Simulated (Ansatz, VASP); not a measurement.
**AgCl: VASP beside Ansatz**

Contents of INCAR:

```
SYSTEM = AgCl
PREC     = Accurate       ! precision mode
ENCUT    = 520            ! plane-wave cutoff, eV
EDIFF    = 1E-6           ! SCF threshold, eV
ISMEAR   = 0              ! smearing method
SIGMA    = 0.01           ! smearing width, eV
LREAL    = .FALSE.        ! projectors in reciprocal space
LASPH    = .TRUE.         ! aspherical terms in the spheres
NELM     = 60             ! most SCF steps
ALGO     = Normal         ! electronic algorithm
ISIF     = 2              ! what is computed and relaxed
LWAVE    = .FALSE.        ! write WAVECAR
LCHARG   = .FALSE.        ! write CHGCAR
GGA      = PE             ! functional
NBANDS   = 26             ! bands
```

Contents of KPOINTS:

```
regular mesh
0
G
  6 6 4
  0 0 0
```

POSCAR

```
AgCl
1.0
    4.3029285236      0.0000000000      0.0000000000
   -2.1514642618      3.7264454121      0.0000000000
    0.0000000000      0.0000000000      6.9385188255
Ag Cl
2 2
Direct
    0.3333333333      0.6666666667     -0.0023845080
    0.6666666667      0.3333333333      0.4976154920
    0.3333333333      0.6666666667      0.3773845080
    0.6666666667      0.3333333333      0.8773845080
```

Input for Ansatz:

```yaml
crystal:
  lattice:
    - [4.3029285236, 0.0, 0.0]
    - [-2.1514642618, 3.7264454121, 0.0]
    - [0.0, 0.0, 6.9385188255]
  atoms:
    - { symbol: Ag, position: [0.3333333333, 0.6666666667, -0.002384508] }
    - { symbol: Ag, position: [0.6666666667, 0.3333333333, 0.497615492] }
    - { symbol: Cl, position: [0.3333333333, 0.6666666667, 0.377384508] }
    - { symbol: Cl, position: [0.6666666667, 0.3333333333, 0.877384508] }
kpoints:
  mp_grid: { grid: [6, 6, 4] }
hamiltonian:
  xc: pbe
scf:
  occupations: { method: fixed }
  n_extra_bands: 5
output:
  forces: true
  stress: true
  eigenvalues: true
```

Alike in both runs: task single point; functional PBE; k mesh 6 × 6 × 4; no spin polarisation.

```csv
,VASP,Ansatz
version,VASP 6.6.1,Ansatz 0.2.0
potentials or method,"VASP PAW PBE potentials, release 64 (Ag, Cl)","plane waves, PAW"
plane-wave cutoff (eV),520,420
occupations,"gaussian, width 0.01 eV",fixed
valence electrons in the cell,36,52
```

|  | VASP | Ansatz | Ansatz less VASP |
| --- | --- | --- | --- |
| gap on the k mesh at the Fermi level (eV) | 1.30 | 1.31 | +0.001 |
| pressure (GPa) | -0.1 | 0.0 | +0.10 |

VASP's potentials hold 36 valence electrons a cell and Ansatz's 52, so a difference there can come from the potentials and not from the codes.
